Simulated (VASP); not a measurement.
Write the native input for VASP 6.6.1 that does the following.

* Task: single point
* Functional: PBEsol
* Potentials or basis: VASP PAW PBE potentials, release 64 (As)
* Cutoff: 500 eV
* k mesh: 6 × 6 × 6
* Occupations: fermi-dirac, width 0.03 eV
* Spin: no spin polarisation
* Dipole correction: no
* Further INCAR settings: ALGO = Normal; EDIFF = 1e-06; NBANDS = 8

The structure of As lies in POSCAR:

```
As
1.0
    2.7036817444      0.0000000000      0.0000000000
    0.0000000000      2.7036817444      0.0000000000
    0.0000000000      0.0000000000      2.7036817444
As
1
Direct
    0.5000000000      0.5000000000      0.5000000000
```

One way to write it, as run:

INCAR

```
  PREC = Accurate
  ENCUT = 500
  EDIFF = 1E-6
  ISMEAR = -1
  SIGMA = 0.03
  LREAL = F
  LASPH = T
  NELM = 120
  ALGO = Normal
  ISIF = 2
  LWAVE = F
  LCHARG = F
  GGA = PS
  NBANDS = 8
  GGA_COMPAT = F
```

KPOINTS

```
regular mesh
0
Gamma
  6 6 6
```

Potentials or basis: VASP PAW PBE potentials, release 64 (As).

The run is started by

```sh
$ cat potpaw_PBE.64/As/POTCAR > POTCAR
$ mpirun -np 1 vasp_std > vasp.out
```

It gave:

```yaml
Pressure: -1.1 GPa
```

Caveat: the k points lie up to 0.39 Å⁻¹ apart; the PAW data sets were made with another functional, which shifts forces and pressure a little.

It took 5 s on 1 thread of Intel Xeon 8259CL, on a shared host, peak memory 0.12 GiB.
